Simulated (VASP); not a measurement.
Be:

```
CELL_PARAMETERS angstrom
2.25541 0.00000 0.00000
-1.12771 1.95324 0.00000
0.00000 0.00000 7.36617
ATOMIC_POSITIONS crystal
Be 0.00000 0.00000 0.00000
Be 0.00000 0.00000 0.50000
Be 0.33333 0.66667 0.25000
Be 0.66667 0.33333 0.75000
```

```yaml
Program: VASP 6.6.1
Task: relaxation of cell and atoms
Functional: LDA
Potentials_or_basis: VASP PAW LDA potentials, release 64 (Be)
Cutoff: 600 eV
k_mesh: 16 × 16 × 5
Occupations: fermi-dirac, width 0.1 eV
Spin: no spin polarisation
```

At the start: pressure -8.3 GPa; volume 8.11 Å³/atom.

Problem. How do energy, volume and symmetry change on relaxing?

Solution. Over 7 steps the energy falls by 18.8 meV/atom and the volume is 7.56 Å³/atom (-6.8 %); space group P6_3/mmc (No. 194, to 0.1 Å) before and after.

Step by step:
```
step  energy change (eV)  largest force (eV/Å)  pressure (GPa)  volume (Å³)
   1              0.0000                0.0000           -8.29        32.45
   2             -0.0743                0.0000           -1.12        30.51
   3             -0.0751                0.0000           -0.23        30.31
   4             -0.0751                0.0000           -0.04        30.27
   5             -0.0753                0.0000            0.13        30.22
   6             -0.0753                0.0000            0.15        30.22
   7             -0.0753                0.0000            0.00        30.25
```

Final structure:
```cif
data_structure
_symmetry_space_group_name_H-M 'P 1'
_symmetry_Int_Tables_number 1
_cell_length_a 2.2208
_cell_length_b 2.2208
_cell_length_c 7.0825
_cell_angle_alpha 90.000
_cell_angle_beta 90.000
_cell_angle_gamma 120.000
_cell_volume 30.25
loop_
_atom_site_label
_atom_site_type_symbol
_atom_site_fract_x
_atom_site_fract_y
_atom_site_fract_z
_atom_site_occupancy
Be1 Be 0.00000 0.00000 0.00000 1
Be2 Be 0.00000 0.00000 0.50000 1
Be3 Be 0.33333 0.66667 0.25000 1
Be4 Be 0.66667 0.33333 0.75000 1
```
